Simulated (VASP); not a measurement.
Write the native input for VASP 6.6.1 that does the following.

```
Task                   : single point
Functional             : PBE
Potentials or basis    : VASP PAW PBE potentials, release 64 (Ni, O)
Cutoff                 : 520 eV
k mesh                 : 18 × 18 × 18
Occupations            : gaussian, width 0.1 eV
Spin                   : collinear spin, ferromagnetic start
Starting moments       : [1.6, 0.32] μB
Dipole correction      : no
Further INCAR settings : ALGO = Normal; EDIFF = 1e-07; NBANDS = 19
```

The structure of NiO lies in POSCAR:

```
NiO
1.0
    0.0000000000      2.0429324589      2.0429324589
    2.0429324589      0.0000000000      2.0429324589
    2.0429324589      2.0429324589      0.0000000000
Ni O
1 1
Direct
    0.0000000000      0.0000000000      0.0000000000
    0.5000000000      0.5000000000      0.5000000000
```

One way to write it, as run:

INCAR

```
SYSTEM = NiO
  PREC = Accurate
  ENCUT = 520
  EDIFF = 1E-7
  ISMEAR = 0
  SIGMA = 0.1
  LREAL = .False.
  LASPH = .True.
  NELM = 150
  ALGO = Normal
  ISIF = 2
  LWAVE = .False.
  LCHARG = .True.
  ISPIN = 2
  MAGMOM = 1.6 0.32
  LORBIT = 11
  LMAXMIX = 4
  GGA = PE
  LELF = .True.
  LVHAR = .True.
  NBANDS = 19
```

KPOINTS

```
Automatic mesh
0
Gamma
  18 18 18
  0 0 0
```

Potentials or basis: VASP PAW PBE potentials, release 64 (Ni, O).

Run with:

```console
$ cat potpaw_PBE.64/Ni/POTCAR potpaw_PBE.64/O/POTCAR > POTCAR
$ mpirun -np 1 vasp_std > vasp.out
```

It gave:

```yaml
Pressure: 18.7 GPa
Net_moment: 1.49 μB per cell
Site_moments: Ni +1.24; O +0.21 μB
Valence_electrons_inside_the_program's_atomic_spheres: Ni 9.13; O 5.01
```

Caveat: the cell stands under pressure; a cell with one magnetic atom can't hold antiferromagnetic order, which such compounds often take.

It took 50 s on 1 thread of Intel(R) Xeon(R) 6975P-C (Granite Rapids) (shared host), peak memory 0.22 GiB.
